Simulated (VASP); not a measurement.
Wanted: the native input for a VASP 6.6.1 run.

- Task: single point
- Functional: PBE
- Potentials or basis: VASP PAW PBE potentials, release 64 (In_d, Se)
- Cutoff: 520 eV
- k mesh: 20 × 20 × 20
- Occupations: gaussian, width 0.1 eV
- Spin: no spin polarisation
- Dipole correction: no
- Further INCAR settings: ALGO = Normal; EDIFF = 1e-06; NBANDS = 16

The structure of InSe lies in POSCAR:

```
InSe
1.0
    0.0000000000      2.9335307489      2.9335307489
    2.9335307489      0.0000000000      2.9335307489
    2.9335307489      2.9335307489      0.0000000000
In Se
1 1
Direct
    0.0000000000      0.0000000000      0.0000000000
    0.5000000000      0.5000000000      0.5000000000
```

These files were run (other wordings do the same):

INCAR

```
SYSTEM = InSe
ALGO = Normal ; EDIFF = 1E-6
ENCUT = 520 ; GGA = PE
ISIF = 2 ; ISMEAR = 0
LASPH = .TRUE. ; LCHARG = .FALSE.
LREAL = .FALSE. ; LWAVE = .FALSE.
NBANDS = 16 ; NELM = 100
PREC = Accurate ; SIGMA = 0.1
```

KPOINTS

```
k-points
0
G
  20 20 20
  0 0 0
```

Potentials or basis: VASP PAW PBE potentials, release 64 (In_d, Se).

Launch:

```bash
$ cat potpaw_PBE.64/In_d/POTCAR potpaw_PBE.64/Se/POTCAR > POTCAR
$ mpirun -np 1 vasp_std > vasp.out
```

It gave:

- Pressure: 1.6 GPa
- Band gap on the k mesh: zero (an odd number of electrons rules out a gap without spin polarisation)

Caveat: spin-orbit coupling is left out, which moves the levels of the heavy elements.

It took 3.6 min on 1 thread of Intel Xeon 8259CL (shared host), peak memory 0.34 GiB.
